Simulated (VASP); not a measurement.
# PtSe2 (P-3m1) in VASP: a series of runs

Runs on PtSe2. Level: PBE. Tasks: single point.

All numbers are computed with VASP 6.6.1; they aren't measurements. Logs are shortened: lines on timing, memory, paths and dates and some standing lists are left out, and cuts for length are marked.

### 1 The cell of the first run

Symmetry: P-3m1, No. 164, trigonal system. The conventional cell has a = 3.426 Å, b = 3.426 Å, c = 5.264 Å, α = 90.00°, β = 90.00°, γ = 120.00°. Pt (site symmetry -3m) has 6 Se at 2.38 Å within 3.1 Å. Within 3.1 Å of Se (site symmetry 3m) lie 3 Pt at 2.38 Å.

### 2 Single point, PBE (strain -0.080 along x and y, +0.040 along z)

INCAR

```
SYSTEM = PtSe2
PREC = Accurate ; ENCUT = 520
EDIFF = 1E-6 ; ISMEAR = 0
SIGMA = 0.15 ; LREAL = .False.
LASPH = .True. ; NELM = 80
ALGO = Normal ; ISIF = 2
LWAVE = .False. ; LCHARG = .True.
GGA = PE ; LELF = .True.
LVHAR = .True. ; NBANDS = 18
```

KPOINTS

```
Automatic mesh
0
Gamma
  12 12 10
  0 0 0
```

POSCAR

```
PtSe2
1.0
    3.4260805562      0.0000000000      0.0000000000
   -1.7130402781      2.9670727971      0.0000000000
    0.0000000000      0.0000000000      5.2644800000
Pt Se
1 2
Direct
    0.0000000000      0.0000000000      0.0000000000
    0.3333333333      0.6666666667      0.2500000000
    0.6666666667      0.3333333333      0.7500000000
```

Potentials or basis: VASP PAW PBE potentials, release 64 (Pt, Se).

Command:

```bash
$ cat potpaw_PBE.64/Pt/POTCAR potpaw_PBE.64/Se/POTCAR > POTCAR
$ mpirun -np 1 vasp_std > vasp.out
```

OUTCAR:

```text
SYSTEM = PtSe2
   PREC = Accurate
   ENCUT = 520
   EDIFF = 1E-6
   ISMEAR = 0
   LREAL = .False.
   LASPH = .True.
   NELM = 80
   ISIF = 2
   GGA = PE

 ion  position               nearest neighbor table
   1  0.000  0.000  0.000-   2 2.38   3 2.38   3 2.38   2 2.38   3 2.38   2 2.38
   2  0.333  0.667  0.250-   1 2.38   1 2.38   1 2.38
   3  0.667  0.333  0.750-   1 2.38   1 2.38   1 2.38

  LATTYP: Found a hexagonal cell.
 ALAT       =     3.4260805562
 C/A-ratio  =     1.5365896726

  Lattice vectors:

 A1 = (   3.4260805562,   0.0000000000,   0.0000000000)
 A2 = (  -1.7130402781,   2.9670727971,   0.0000000000)
 A3 = (   0.0000000000,   0.0000000000,   5.2644800000)

Analysis of symmetry for initial positions (statically):
=====================================================================
 Subroutine PRICEL returns:
 Original cell was already a primitive cell.

 Routine SETGRP: Setting up the symmetry group for a
 hexagonal supercell.

 Subroutine GETGRP returns: Found 12 space group operations
 (whereof 12 operations were pure point group operations)
 out of a pool of 24 trial point group operations.

The static configuration has the point symmetry D_3d.

Analysis of symmetry for dynamics (positions and initial velocities):
=====================================================================
 Subroutine PRICEL returns:
 Original cell was already a primitive cell.

 Routine SETGRP: Setting up the symmetry group for a
 hexagonal supercell.

 Subroutine GETGRP returns: Found 12 space group operations
 (whereof 12 operations were pure point group operations)
 out of a pool of 24 trial point group operations.

The dynamic configuration has the point symmetry D_3d.

 Subroutine INISYM returns: Found 12 space group operations
 (whereof 12 operations are pure point group operations),
 and found     1 'primitive' translations

----------------------------------------------------------------------------------------

                                     Primitive cell

  volume of cell :      53.5157

  direct lattice vectors                    reciprocal lattice vectors
     3.426080556  0.000000000  0.000000000     0.291878718  0.168516256  0.000000000
    -1.713040278  2.967072797  0.000000000     0.000000000  0.337032513  0.000000000
     0.000000000  0.000000000  5.264480000     0.000000000  0.000000000  0.189952284

  length of vectors
     3.426080556  3.426080556  5.264480000     0.337032513  0.337032513  0.189952284

  position of ions in fractional coordinates (direct lattice)
     0.000000000  0.000000000  0.000000000
     0.333333333  0.666666667  0.250000000
     0.666666667  0.333333333  0.750000000

  ion indices of the primitive-cell ions
   primitive index   ion index
                 1           1
                 2           2
                 3           3

----------------------------------------------------------------------------------------

 KPOINTS: Automatic mesh

Automatic generation of k-mesh.
 Grid dimensions read from file:
 generate k-points for:   12   12   10

 Generating k-lattice:

  Cartesian coordinates                     Fractional coordinates (reciprocal lattice)
     0.024323226  0.014043021  0.000000000     0.083333333  0.000000000  0.000000000
     0.000000000  0.028086043  0.000000000     0.000000000  0.083333333  0.000000000
     0.000000000  0.000000000  0.018995228     0.000000000  0.000000000  0.100000000

  Length of vectors
     0.028086043  0.028086043  0.018995228

  Shift w.r.t. Gamma in fractional coordinates (k-lattice)
     0.000000000  0.000000000  0.000000000

 Subroutine IBZKPT returns following result:
 ===========================================

 Found    162 irreducible k-points:

 Following reciprocal coordinates:
            Coordinates               Weight
  0.000000  0.000000  0.000000      1.000000
  0.083333  0.000000  0.000000      6.000000
  0.166667  0.000000  0.000000      6.000000
  0.250000  0.000000  0.000000      6.000000
  0.333333  0.000000  0.000000      6.000000
  0.416667  0.000000  0.000000      6.000000
[... 16 lines left out ...]
  0.166667  0.000000  0.100000      6.000000
  0.000000  0.166667  0.100000      6.000000
 [... further k-points ...]
   k-points           NKPTS =    162   k-points in BZ     NKDIM =    162   number of bands    NBANDS=     18
   number of dos      NEDOS =    301   number of ions     NIONS =      3
   total plane-waves  NPLWV =  31360
   dimension x,y,z NGX =    28 NGY =   28 NGZ =   40
   dimension x,y,z NGXF=    56 NGYF=   56 NGZF=   80
   ions per type =               1   2
   NGX,Y,Z   is equivalent  to a cutoff of  13.59, 13.59, 12.63 a.u.
   NGXF,Y,Z  is equivalent  to a cutoff of  27.17, 27.17, 25.26 a.u.
 SYSTEM =  PtSe2
   PREC   = accura    normal or accurate (medium, high low for compatibility)
   ISTART =      0    job   : 0-new  1-cont  2-samecut
   ICHARG =      2    charge: 1-file 2-atom 10-const
   ISPIN  =      1    spin polarized calculation?
   LNONCOLLINEAR =      F non collinear calculations
   LSORBIT =      F    spin-orbit coupling
   LASPH  =      T    aspherical Exc in radial PAW
   ENCUT  =  520.0 eV  38.22 Ry    6.18 a.u.   6.37  6.37  9.79*2*pi/ulx,y,z
   NELM   =     80;   NELMIN=  2; NELMDL= -5     # of ELM steps
   EDIFF  = 0.1E-05   stopping-criterion for ELM
   LREAL  =      F    real-space projection
   EDIFFG = 0.1E-04   stopping-criterion for IOM
   NSW    =      0    number of steps for IOM
   IBRION =     -1    ionic relax: 0-MD 1-quasi-New 2-CG
   NFREE  =      0    steps in history (QN), initial steepest desc. (CG)
   ISIF   =      2    stress and relaxation
   ISYM   =      2    0-nonsym 1-usesym 2-fastsym
   POTIM  = 0.5000    time-step for ionic-motion
   TEBEG  =    0.0;   TEEND  =   0.0 temperature during run
   PSTRESS=    0.0 pullay stress
   NELECT =      22.0000    total number of electrons
   NUPDOWN=      -1.0000    fix difference up-down
   EMIN   =  10.00;   EMAX   =-10.00  energy-range for DOS
   EFERMI =   0.00;   METHOD = LEGACY
   ISMEAR =     0;   SIGMA  =   0.15  broadening in eV -4-tet -1-fermi 0-gaus
   EFERMI_NEDOS =   21; number of points for ismear=-14 and -15
   IALGO  =     38    algorithm
   IMIX   =      4    mixing-type and parameters
     AMIX     =   0.40;   BMIX     =  1.00
     AMIX_MAG =   1.60;   BMIX_MAG =  1.00
  volume/ion in A,a.u.               =      17.84       120.38
  Fermi-wavevector in a.u.,A,eV,Ry     =   1.217275  2.300316 20.160542  1.481758
  Thomas-Fermi vector in A             =   2.352601
   LORBIT       =      0    0 simple, 1 ext, 2 COOP (PROOUT), +10 PAW based schemes
   GGA     = PE    functional components
   LHFCALC =     F    Hartree Fock is set to
   AEXX    =    0.0000 exact exchange contribution
   IVDW    =     0    specifies the selected vdW correction
   LEPSILON=     F    determine dielectric tensor
   LRPA    =     F    only Hartree local field effects (RPA)
 non-spin polarized calculation
 Gauss-broadening in eV      SIGMA  =   0.15
  energy-cutoff  :      520.00
  volume of cell :       53.52
 maximum number of plane-waves:      1457
 NGX is ok and might be reduce to    28
   NGX = 13   NGY = 13   NGZ = 19

 number of electron      22.0000001 magnetization

 Free energy of the ion-electron system (eV)
  ---------------------------------------------------
  ext. energy  EPLUGINS =         0.00000000
  ---------------------------------------------------
  free energy    TOTEN  =       -12.97570972 eV

  energy without entropy =      -12.97230095  energy(sigma->0) =      -12.97400533

 E-fermi :   8.3421     XC(G=0): -11.2312

 val. band max:        8.3396821957   @ k =   0.0000   0.0000   0.0000
 cond. band min:       8.4228781036   @ k =   0.3333   0.3333   0.0000
 fundamental gap:      0.0831959078
 Fermi energy:         8.3421343525

 k-point     1 :       0.0000    0.0000    0.0000
  band No.  band energies     occupation
      1      -8.5665      2.00000
      2      -5.4946      2.00000
      3      -0.2810      2.00000
      4       0.9989      2.00000
      5       0.9989      2.00000
      6       3.4827      2.00000
[... 10 lines left out ...]
     17      16.1679      0.00000
     18      20.6503      0.00000

 k-point     2 :       0.0833    0.0000    0.0000
  band No.  band energies     occupation
      1      -8.4603      2.00000
      2      -5.5174      2.00000
      3      -0.1638      2.00000
      4       1.0093      2.00000
      5       1.0588      2.00000
      6       3.3618      2.00000
[... 10 lines left out ...]
     17      16.5399      0.00000
     18      19.6157      0.00000

 k-point     3 :       0.1667    0.0000    0.0000
  band No.  band energies     occupation
      1      -8.1517      2.00000
      2      -5.5813      2.00000
      3       0.1710      2.00000
      4       1.0636      2.00000
      5       1.2139      2.00000
      6       2.9425      2.00000
[... 10 lines left out ...]
     17      17.4160      0.00000
     18      17.5975      0.00000

 k-point     4 :       0.2500    0.0000    0.0000
  band No.  band energies     occupation
      1      -7.6743      2.00000
      2      -5.6736      2.00000
      3       0.6232      2.00000
      4       1.2200      2.00000
      5       1.3856      2.00000
      6       2.1939      2.00000
[... 10 lines left out ...]
     17      17.2511      0.00000
     18      17.5119      0.00000

 k-point     5 :       0.3333    0.0000    0.0000
  band No.  band energies     occupation
      1      -7.0987      2.00000
      2      -5.7768      2.00000
      3       0.6077      2.00000
      4       1.3748      2.00000
      5       1.4758      2.00000
      6       2.0019      2.00000
[... 10 lines left out ...]
     17      16.7555      0.00000
     18      18.7212      0.00000

 k-point     6 :       0.4167    0.0000    0.0000
  band No.  band energies     occupation
      1      -6.5578      2.00000
      2      -5.8815      2.00000
      3      -0.0898      2.00000
      4       1.4815      2.00000
      5       1.6433      2.00000
      6       2.6525      2.00000
[... 10 lines left out ...]
     17      16.1937      0.00000
     18      19.5294      0.00000

 k-point     7 :       0.5000    0.0000    0.0000
  band No.  band energies     occupation
      1      -6.2874      2.00000
      2      -5.9620      2.00000
      3      -0.4139      2.00000
      4       1.4724      2.00000
      5       1.8207      2.00000
      6       2.9234      2.00000
[... 10 lines left out ...]
     17      15.9951      0.00000
     18      19.5525      0.00000

 k-point     8 :       0.0833    0.0833    0.0000
  band No.  band energies     occupation
      1      -8.2528      2.00000
      2      -5.5607      2.00000
      3       0.0640      2.00000
      4       1.0375      2.00000
      5       1.1665      2.00000
      6       3.1848      2.00000
[... 10 lines left out ...]
     17      17.2340      0.00000
     18      18.1701      0.00000
[... 229 lines left out ...]
     17      17.8253      0.00000
     18      19.6988      0.00000

 k-point    20 :       0.0000    0.0000    0.1000
  band No.  band energies     occupation
      1      -8.5327      2.00000
      2      -5.5941      2.00000
      3      -0.1358      2.00000
      4       1.0015      2.00000
      5       1.0015      2.00000
      6       3.4811      2.00000
[... 10 lines left out ...]
     17      16.1671      0.00000
     18      19.9102      0.00000

 k-point    21 :       0.0833    0.0000    0.1000
  band No.  band energies     occupation
      1      -8.4263      2.00000
      2      -5.6119      2.00000
      3      -0.0315      2.00000
      4       1.0072      2.00000
      5       1.0681      2.00000
      6       3.3656      2.00000
[... 10 lines left out ...]
     17      16.3699      0.00000
     18      19.0176      0.00000

 k-point    22 :       0.0000    0.0833    0.1000
  band No.  band energies     occupation
      1      -8.4271      2.00000
      2      -5.6089      2.00000
      3      -0.0442      2.00000
      4       1.0290      2.00000
      5       1.0540      2.00000
      6       3.3516      2.00000
[... 10 lines left out ...]
     17      16.7104      0.00000
     18      18.8421      0.00000

 k-point    23 :       0.1667    0.0000    0.1000
  band No.  band energies     occupation
      1      -8.1157      2.00000
      2      -5.6685      2.00000
      3       0.2927      2.00000
      4       1.0436      2.00000
      5       1.2297      2.00000
      6       2.9702      2.00000
[... 10 lines left out ...]
     17      17.1158      0.00000
     18      17.7321      0.00000

 k-point    24 :       0.0000    0.1667    0.1000
  band No.  band energies     occupation
      1      -8.1223      2.00000
      2      -5.6462      2.00000
      3       0.1805      2.00000
      4       1.1561      2.00000
      5       1.1999      2.00000
      6       2.8945      2.00000
[... 10 lines left out ...]
     17      17.3091      0.00000
     18      17.7498      0.00000

 [... further k-points ...]
[... 5 lines left out ...]
  --------------------------------------------------------------------------------------
  -------------------------------------------------------------------------------------
  Total       14.5301944     14.5301944      9.2315082      0.0000000      0.0000000      0.0000000
  in kB      435.0115173    435.0115173    276.3770595      0.0000000      0.0000000      0.0000000
  external PRESSURE =     382.1333647 kB  Pullay stress =       0.0000000 kB

 VOLUME and BASIS-vectors are now :
 -----------------------------------------------------------------------------
  energy-cutoff  :      520.00
  volume of cell :       53.52
      direct lattice vectors                 reciprocal lattice vectors
     3.426080556  0.000000000  0.000000000     0.291878718  0.168516256  0.000000000
    -1.713040278  2.967072797  0.000000000     0.000000000  0.337032513  0.000000000
     0.000000000  0.000000000  5.264480000     0.000000000  0.000000000  0.189952284

 POSITION                                       TOTAL-FORCE (eV/Angst)
 -----------------------------------------------------------------------------------
      0.00000      0.00000      0.00000         0.000000      0.000000      0.000000
     -0.00000      1.97805      1.31612         0.000000      0.000000      2.564225
      1.71304      0.98902      3.94836        -0.000000     -0.000000     -2.564225
 -----------------------------------------------------------------------------------
    total drift:                               -0.000000     -0.000000     -0.000000

  FREE ENERGIE OF THE ION-ELECTRON SYSTEM (eV)
  ---------------------------------------------------
  free  energy   TOTEN  =       -12.9757097169 eV

  energy  without entropy=      -12.9723009450  energy(sigma->0) =      -12.97400533
```

Wall time 1.8 min (1 thread of AMD EPYC 7R13 (Zen 3), shared host); peak memory 0.27 GiB.

What came out:

- Free energy: -12.9757 eV
- Pressure: 38.2 GPa
- Largest force: 2.564 eV/Å
- Band gap on the k mesh: 0.08 eV, indirect (least direct gap 0.43 eV)

Forces on the atoms (eV/Å):
```
Pt   0.000  0.000  0.000
Se   0.000  0.000  2.564
Se   0.000  0.000 -2.564
```

Caveat: the cell differs from its parent crystal (strain -0.080 along x and y, +0.040 along z); spin-orbit coupling is left out, which moves the levels of the heavy elements; forces of over 1 eV/Å act on the atoms, so gaps and moduli don't describe the material at rest.

### 3 Single point, PBE (strain -0.080 along x and y, +0.080 along z)

INCAR

```
SYSTEM = PtSe2
PREC = Accurate ; ENCUT = 520
EDIFF = 1E-7 ; ISMEAR = 0
SIGMA = 0.15 ; LREAL = .FALSE.
LASPH = .TRUE. ; NELM = 100
ALGO = Normal ; ISIF = 2
LWAVE = .FALSE. ; LCHARG = .FALSE.
GGA = PE ; NBANDS = 18
```

KPOINTS

```
Automatic mesh
0
G
  12 12 10
  0 0 0
```

Changes to POSCAR since step 2:

```diff
@@ -4,3 +4,3 @@
    -1.7130402781      2.9670727971      0.0000000000
-    0.0000000000      0.0000000000      5.2644800000
+    0.0000000000      0.0000000000      5.4669600000
 Pt Se
```

Potentials or basis: VASP PAW PBE potentials, release 64 (Pt, Se).

Command:

```bash
$ cat potpaw_PBE.64/Pt/POTCAR potpaw_PBE.64/Se/POTCAR > POTCAR
$ mpirun -np 1 vasp_std > vasp.out
```

Run time: 3.3 min. Hardware: 1 thread of AMD EPYC 7R13 (Zen 3), shared host; peak memory 0.27 GiB.

Results (log left out):

| Item | Value |
| --- | --- |
| Free energy | -13.2817 eV |
| Pressure | 29.7 GPa |
| Largest force | 1.744 eV/Å |
| Band gap on the k mesh | 0.23 eV, indirect (least direct gap 0.53 eV) |

Forces in eV/Å, atoms in the order of the input:
```
Pt   0.000  0.000  0.000
Se   0.000  0.000  1.744
Se   0.000  0.000 -1.744
```

Stress tensor (GPa, compression positive):
```
34.59  0.00  0.00
 0.00 34.59  0.00
 0.00  0.00 20.04
```

Levels at points of the mesh, in eV from the valence-band top:
```
           k point  band 9  band 10  band 11  band 12  band 13  band 14
(0.00, 0.00, 0.00)   -0.40    -0.40     0.00     2.37     2.37     4.62
(0.50, 0.00, 0.00)   -3.40    -2.87    -2.73     1.07     2.78     5.53
(0.00, 0.00, 0.50)   -1.72    -0.70    -0.70     2.98     2.98     5.18
(0.50, 0.00, 0.50)   -2.90    -2.37    -1.89     1.67     2.64     4.24
```

Caveat: the cell differs from its parent crystal (strain -0.080 along x and y, +0.080 along z); spin-orbit coupling is left out, which moves the levels of the heavy elements; forces of over 1 eV/Å act on the atoms, so gaps and moduli don't describe the material at rest.
